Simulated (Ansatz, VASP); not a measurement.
# Na3H in VASP and in Ansatz

```
Na H
1.0
     4.77648    0.00000    0.00000
     0.00000    4.77648    0.00000
     0.00000    0.00000    4.64447
Na H
3 1
Cartesian
  0.0000 2.3882 2.3222
  2.3882 0.0000 2.3222
  2.3882 2.3882 0.0000
  0.0000 0.0000 0.0000
```

Change from the starting cell: species swapped into the Cu3Pd type (P4/mmm, No. 123).

Alike in both runs: task relaxation of cell and atoms; functional PBE; k mesh 10 × 10 × 10; occupations gaussian, width 0.1 eV; no spin polarisation.

|  | VASP | Ansatz |
| --- | --- | --- |
| version | VASP 6.6.1 | Ansatz 0.2.0 |
| potentials or method | VASP PAW PBE potentials, release 64 (Na_sv, H), cutoff 970 eV | scalar-relativistic, plane waves, PAW |
| valence electrons in the cell | 28 | 28 |

|  | VASP | Ansatz | Ansatz less VASP |
| --- | --- | --- | --- |
| gap on the k mesh at the Fermi level, each at its own relaxed structure (eV) | none | none | - |
| relaxed volume (Å³/atom) | 25.05 | 26.28 | +1.237 |
| relaxed length of the cell vector where the two differ most in proportion (Å) | 4.564 | 4.717 | +0.1535 |

A gap of «none» marks a metal or a gap that the smearing closes.
